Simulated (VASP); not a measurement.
Here is a VASP 6.6.1 calculation.

Contents of INCAR:

```
SYSTEM = HC4
ALGO = Normal ; DIPOL = 0.5 0.5 0.251
EDIFF = 1E-6 ; ENCUT = 520
GGA = PE ; IDIPOL = 3
ISIF = 2 ; ISMEAR = 0
IVDW = 12 ; LASPH = .True.
LCHARG = .False. ; LDIPOL = .True.
LREAL = .False. ; LWAVE = .False.
NBANDS = 28 ; NELM = 100
PREC = Accurate ; SIGMA = 0.1
```

KPOINTS

```
k-points
0
Gamma
  6 6 1
  0 0 0
```

Contents of POSCAR:

```
HC4
1.0
    4.9313048819      0.0000000000      0.0000000000
   -2.4656524409      4.2706353015      0.0000000000
    0.0000000000      0.0000000000     18.0000331942
C H
8 2
Direct
    0.3333333333      0.1666666667      0.2222236565
    0.3333333333      0.6666666667      0.2222236565
    0.8333333333      0.1666666667      0.2222236565
    0.8333333333      0.6666666667      0.2222236565
    0.1666666667      0.3333333333      0.2222218124
    0.1666666667      0.8333333333      0.2222218124
    0.6666666667      0.3333333333      0.2222218124
    0.6666666667      0.8333333333      0.2222218124
    0.2135881515      0.1666666667      0.3666678346
    0.4530785152      0.1666666667      0.3666678346
```

Potentials or basis: VASP PAW PBE potentials, release 64 (C, H).

Launch:

```bash
$ cat potpaw_PBE.64/C/POTCAR potpaw_PBE.64/H/POTCAR > POTCAR
$ mpirun -np 1 vasp_std > vasp.out
```

Problem. What does it give for the band gap on the k mesh?

Solution. 0.02 eV.

Problem. What does it give for the largest force?

Solution. 4.653 eV/Å.

Problem. Estimate the dispersion energy per atom.

Solution. -0.085 eV.

Forces on the atoms (eV/Å):
```
C    0.000 -0.002 -0.282
C   -0.022  0.008  0.023
C    0.000  0.014  0.037
C    0.022  0.008  0.023
C    0.062 -0.024 -0.056
C    0.000  0.033 -0.081
C   -0.062 -0.024 -0.056
C    0.000 -0.026  0.051
H    4.650  0.007  0.170
H   -4.650  0.007  0.170
```
